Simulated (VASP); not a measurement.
Input of a VASP 6.6.1 run:

INCAR

```
SYSTEM = BaTiO3
ALGO     = Normal         ! electronic algorithm
EDIFF    = 1E-6           ! SCF threshold, eV
ENCUT    = 520            ! plane-wave cutoff, eV
GGA      = PE             ! functional
ISIF     = 2              ! what is computed and relaxed
ISMEAR   = 0              ! smearing method
LASPH    = .TRUE.         ! aspherical terms in the spheres
LCHARG   = .FALSE.        ! write CHGCAR
LDAU     = .TRUE.         ! DFT+U
LDAUJ    = 0 0 0        
LDAUL    = -1 2 -1        ! shell
LDAUPRINT= 1            
LDAUTYPE = 2            
LDAUU    = 0 4 0          ! U, eV
LMAXMIX  = 4              ! l up to which the mixer works
LREAL    = .FALSE.        ! projectors in reciprocal space
LWAVE    = .FALSE.        ! write WAVECAR
NBANDS   = 28             ! bands
NELM     = 150            ! most SCF steps
PREC     = Accurate       ! precision mode
SIGMA    = 0.05           ! smearing width, eV
```

File KPOINTS:

```
k-points
0
G
  6 6 6
  0 0 0
```

The input POSCAR:

```
BaTiO3
1.0
    4.0082194746      0.0000000000      0.0000000000
    0.0000000000      2.9594799163      2.8859183788
    0.0000000000     -2.9594799163      2.8859183788
Ba Ti O
1 1 3
Direct
    0.0000000000      0.0080771845      0.0080771845
    0.5000000000      0.5197092871      0.5197092871
    0.0000000000      0.4916268390      0.4916268390
    0.5000000000      0.4938075372      0.9829991522
    0.5000000000      0.9829991522      0.4938075372
```

Potentials or basis: VASP PAW PBE potentials, release 64 (Ba_sv, Ti_sv, O).

Run with:

```sh
$ cat potpaw_PBE.64/Ba_sv/POTCAR potpaw_PBE.64/Ti_sv/POTCAR potpaw_PBE.64/O/POTCAR > POTCAR
$ mpirun -np 1 vasp_std > vasp.out
```

Q: Predict the largest force.

A: 0.226 eV/Å.

Q: Estimate the band gap on the k mesh.

A: 2.42 eV, indirect (least direct gap 2.89 eV).

Q: What does it give for the pressure?

A: -1.3 GPa.

Eigenvalues of the final occupation matrices:
```csv
site,spin,trace,eigenvalues
site 2 d,1,0.79,0.11 0.11 0.11 0.23 0.23
site 2 d,2,0.79,0.11 0.11 0.11 0.23 0.23
```

Caveat: the cell differs from its parent crystal (strain +0.0300 x Voigt [0, 1, 0, 0, 0, 0]); spin-orbit coupling is left out, which moves the levels of the heavy elements. A k mesh can miss the band edges.
